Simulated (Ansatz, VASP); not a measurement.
**Two plane-wave programs on ZrO2**

```xyz
6
Lattice="3.6208 0.0000 0.0000 0.0000 3.6208 0.0000 0.0000 0.0000 5.2840" Properties=species:S:1:pos:R:3 pbc="T T T"
Zr    2.7156    0.9052    3.9630
Zr    0.9052    2.7156    1.3210
O     0.9052    0.9052    0.3038
O     0.9052    0.9052    2.9458
O     2.7156    2.7156    4.9803
O     2.7156    2.7156    2.3382
```

Alike in both runs: task single point; functional PBE; k mesh 6 × 6 × 4; occupations gaussian, width 0.02 eV; no spin polarisation.

```csv
,VASP,Ansatz
version,VASP 6.6.1,Ansatz 0.2.0
potentials or method,"VASP PAW PBE potentials, release 64 (Zr_sv, O), cutoff 600 eV","scalar-relativistic, plane waves, PAW"
valence electrons in the cell,48,48
```

|  | VASP | Ansatz | Ansatz less VASP |
| --- | --- | --- | --- |
| gap on the k mesh at the Fermi level (eV) | 4.05 | 4.06 | +0.013 |
| least direct gap on the mesh (eV) | 4.13 | 4.14 | +0.010 |
| pressure (GPa) | 0.1 | 0.0 | -0.14 |
| traceless stress, the component that is largest in VASP (GPa) | -0.10 | 0.01 | +0.106 |
| rms of the force components (eV/Å) | 0.012 | 0.000 | -0.0124 |

Atom by atom the forces differ by 0.012 eV/Å (rms over components).
